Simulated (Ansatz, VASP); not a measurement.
**One calculation of C, two programs**

```
C
1.0
     0.00000    1.78340    1.78340
     1.78340    0.00000    1.78340
     1.78340    1.78340    0.00000
C
2
Direct
  0.50000 0.50000 0.50000
  0.75000 0.75000 0.75000
```

Alike in both runs: task electric field gradients; functional PBEsol; k mesh 20 × 20 × 20; occupations fermi-dirac, width 0.08 eV; no spin polarisation.

|  | VASP | Ansatz |
| --- | --- | --- |
| version | VASP 6.6.1 | Ansatz 0.2.0 |
| potentials or method | VASP PAW PBE potentials, release 64 (C) | PAW with Ansatz's default frozen-core files, scalar-relativistic |
| plane-wave cutoff (eV) | 520 | 420 |
| valence electrons in the cell | 8 | 8 |

```tsv
	VASP	Ansatz	Ansatz less VASP
gap on the k mesh at the Fermi level (eV)	4.01	4.02	+0.005
pressure (GPa)	-3.8	-4.8	-1.05
```

VASP's potentials were made for PBE, not for PBEsol.
